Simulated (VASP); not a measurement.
Set up this calculation in VASP 6.6.1, as the native input.

```
Task                   : single point
Functional             : PBE
Potentials or basis    : VASP PAW PBE potentials, release 64 (Zn)
Cutoff                 : 520 eV
k mesh                 : 8 × 8 × 5
Occupations            : methfessel-paxton, width 0.05 eV
Spin                   : no spin polarisation
Dipole correction      : no
Further INCAR settings : ALGO = Normal; EDIFF = 1e-06; NBANDS = 19
```

The structure of Zn lies in POSCAR:

```
Zn
1.0
    2.7691589651      0.0000000000      0.0000000000
   -1.3845794826      2.3981620109      0.0000000000
    0.0000000000      0.0000000000      4.5665023588
Zn
2
Direct
    0.3333333333      0.6666666667      0.2500000000
    0.6666666667      0.3333333333      0.7500000000
```

These files were run (other wordings do the same):

INCAR

```
SYSTEM = Zn
ALGO = Normal ; EDIFF = 1E-6
ENCUT = 520 ; GGA = PE
ISIF = 2 ; ISMEAR = 1
LASPH = .True. ; LCHARG = .True.
LELF = .True. ; LREAL = .False.
LVHAR = .True. ; LWAVE = .False.
NBANDS = 19 ; NELM = 80
PREC = Accurate ; SIGMA = 0.05
```

KPOINTS

```
k-points
0
Gamma
  8 8 5
  0 0 0
```

Potentials or basis: VASP PAW PBE potentials, release 64 (Zn).

Launch:

```sh
$ cat potpaw_PBE.64/Zn/POTCAR > POTCAR
$ mpirun -np 1 vasp_std > vasp.out
```

Results of the run:

```
Pressure               : -1.0 GPa
Band gap on the k mesh : zero (band 12 reaches 4.85 eV, above the bottom of band 13 at 1.57 eV)
```

Wall time 14 s on 1 thread of Intel Xeon 6975P-C, on a shared host, peak memory 0.15 GiB.
